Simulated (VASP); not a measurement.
# InPd: single point with r2SCAN

The system is InPd.

```
In Pd
1.0
     3.27188    0.00000    0.00000
     0.00000    3.27188    0.00000
     0.00000    0.00000    3.27188
In Pd
1 1
Direct
  0.00000 0.00000 0.00000
  0.50000 0.50000 0.50000
```

- Program: VASP 6.6.1
- Task: single point
- Functional: r2SCAN
- Potentials or basis: VASP PAW PBE potentials, release 64 (In_d, Pd)
- Cutoff: 520 eV
- k mesh: 7 × 7 × 7
- Occupations: fermi-dirac, width 0.1 eV
- Spin: no spin polarisation
- Dipole correction: no
- Further INCAR settings: ALGO = Normal; EDIFF = 1e-07; NBANDS = 18

```json
{
 "Pressure": "0.0 GPa"
}
```

Levels at points of the mesh, in eV from the Fermi level:
```csv
k point,band 9,band 10,band 11,band 12,band 13,band 14
"(0.00, 0.00, 0.00)",-2.61,-2.61,-2.61,4.29,4.29,4.29
```

Wall time 30 s on 1 thread of Intel(R) Xeon(R) Platinum 8259CL CPU @ 2.50GHz (Skylake/Cascade Lake), on a shared host, peak memory 0.15 GiB.

Caveat: the PAW data sets were made with another functional, which shifts forces and pressure a little; spin-orbit coupling is left out, which moves the levels of the heavy elements.
